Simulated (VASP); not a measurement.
A run of VASP 6.6.1 is set up as follows.

The input INCAR:

```
ALGO = Normal ; EDIFF = 1E-7
ENCUT = 520 ; ISIF = 2
ISMEAR = -1 ; LASPH = T
LCHARG = F ; LREAL = F
LWAVE = F ; NBANDS = 32
NELM = 60 ; PREC = Accurate
SIGMA = 0.05
```

Contents of KPOINTS:

```
k-points
0
Gamma
  6 6 6
```

Contents of POSCAR:

```
Bi2Te3
1.0
    2.1899402990      1.2643625522      9.8630776111
   -2.1899402990      1.2643625522      9.8630776111
    0.0000000000     -2.5287251044      9.8630776111
Bi Te
2 3
Direct
    0.1880000000      0.1880000000      0.1880000000
    0.5980000000      0.5980000000      0.5980000000
    0.3890000000      0.3890000000      0.3890000000
    0.8000000000      0.8000000000      0.8000000000
    0.0000000000      0.0000000000      0.0000000000
```

Potentials or basis: VASP PAW LDA potentials, release 64 (Bi_d, Te).

Command:

```bash
$ cat potpaw_LDA.64/Bi_d/POTCAR potpaw_LDA.64/Te/POTCAR > POTCAR
$ mpirun -np 1 vasp_std > vasp.out
```

Estimate the pressure.

-0.5 GPa.

Predict the band gap on the k mesh.

zero (bands 24 and 25 overlap by 0.12 eV).

What does it give for the largest force?

1.283 eV/Å.

Forces in eV/Å, atoms in the order of the input:
```
Bi   0.000  0.000  0.903
Bi   0.000  0.000  0.464
Te   0.000  0.000  0.778
Te   0.000  0.000 -0.862
Te   0.000  0.000 -1.283
```

Caveat: spin-orbit coupling is left out, which moves the levels of the heavy elements; forces of over 1 eV/Å act on the atoms, so gaps and moduli don't describe the material at rest.
